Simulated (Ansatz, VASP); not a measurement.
## HfN: VASP beside Ansatz

```xyz
2
Lattice="0.0000 2.2787 2.2340 2.2787 0.0000 2.2340 2.2787 2.2787 0.0000" Properties=species:S:1:pos:R:3 pbc="T T T"
Hf    0.0036    0.0000    0.0000
N     2.2328    2.2787    2.2340
```

Change from the starting cell: mode 4 frozen in at -0.045 Å, equal normal strain along x and y +0.0200.

Alike in both runs: task single point; functional LDA; k mesh 18 × 18 × 18; occupations gaussian, width 0.15 eV; no spin polarisation.

|  | VASP | Ansatz |
| --- | --- | --- |
| version | VASP 6.6.1 | Ansatz 0.2.0 |
| potentials or method | VASP PAW LDA potentials, release 64 (Hf_pv, N), cutoff 520 eV | scalar-relativistic, plane waves, PAW |
| valence electrons in the cell | 15 | 31 |

|  | VASP | Ansatz | Ansatz less VASP |
| --- | --- | --- | --- |
| gap on the k mesh at the Fermi level (eV) | none | none | - |
| pressure (GPa) | -11.6 | -10.4 | +1.22 |
| traceless stress, the component that is largest in VASP (GPa) | 5.80 | 5.79 | -0.009 |
| rms of the force components (eV/Å) | 0.290 | 0.287 | -0.0027 |

Ansatz warns that its potentials were made for another functional, while VASP's fit it. LDA's correlation is that of Perdew and Zunger in VASP and of Perdew and Wang (1992) in Ansatz. Atom by atom the forces differ by 0.003 eV/Å (rms over components). A gap of «none» marks a metal or a gap that the smearing closes. VASP's potentials hold 15 valence electrons a cell and Ansatz's 31, so a difference there can come from the potentials and not from the codes.

Neither program's run includes spin-orbit coupling.
